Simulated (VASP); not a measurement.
Wanted: the native input for a VASP 6.6.1 run.

- Task: single point
- Functional: PBE
- Potentials or basis: VASP PAW PBE potentials, release 64 (Be, H)
- Cutoff: 520 eV
- k mesh: 4 × 4 × 3
- Occupations: gaussian, width 0.1 eV
- Spin: no spin polarisation
- Dipole correction: no
- Further INCAR settings: LREAL = Auto; ALGO = Normal; EDIFF = 1e-07; NBANDS = 30

The structure of Be16H (a cell with a defect) lies in POSCAR:

```
Be16H
1.0
   -2.2900000000     -3.9663960000      0.0000000000
    3.4350000000     -1.9831980000      0.0000000000
    0.0000000000      0.0000000000      7.1768600000
Be H
16 1
Direct
    0.7500186657      0.5125277276     -0.0058396012
    0.4865058243      0.3392915102      0.2546545425
    0.7499634002      0.5027421212      0.5052244296
    0.4997030899      0.3341222928      0.7505059316
    0.4942740191     -0.0057762726     -0.0058650998
    0.2497375084      0.8284413083      0.2491308177
    0.4980754413     -0.0016722677      0.5028764669
    0.2499755358      0.8267339089      0.7464033017
    0.2499007201      0.4966351234     -0.0020132760
    0.0133008037      0.3382555576      0.2544511109
    0.2498867111      0.4975500927      0.5011530112
    0.0001459571      0.3341028360      0.7504181494
    0.0058463281     -0.0058596532     -0.0059983057
    0.7502567441      0.8245458352      0.2534959578
    0.0018717602     -0.0016948091      0.5028205928
    0.7499254129      0.8378149041      0.7477161321
    0.7489900891      0.1753383709      0.1866601829
```

One way to write it, as run:

INCAR

```
SYSTEM = Be16H
PREC = Accurate
ENCUT = 520
EDIFF = 1E-7
ISMEAR = 0
SIGMA = 0.1
LREAL = Auto
LASPH = .TRUE.
NELM = 60
ALGO = Normal
ISIF = 2
LWAVE = .FALSE.
LCHARG = .TRUE.
GGA = PE
LELF = .TRUE.
LVHAR = .TRUE.
NBANDS = 30
```

KPOINTS

```
Automatic mesh
0
G
  4 4 3
  0 0 0
```

Potentials or basis: VASP PAW PBE potentials, release 64 (Be, H).

Command:

```bash
$ cat potpaw_PBE.64/Be/POTCAR potpaw_PBE.64/H/POTCAR > POTCAR
$ mpirun -np 1 vasp_std > vasp.out
```

Results of the run:

| Quantity | Value |
| --- | --- |
| Pressure | 0.9 GPa |
| Largest force | 0.709 eV/Å |
| Band gap on the k mesh | zero (an odd number of electrons rules out a gap without spin polarisation) |

Caveat: the k points lie up to 0.40 Å⁻¹ apart, too coarse for converged energies and pressures of a metal.

It took 4 min on 1 thread of Intel(R) Xeon(R) Platinum 8488C (Sapphire Rapids), with other jobs on the host, peak memory 0.25 GiB.
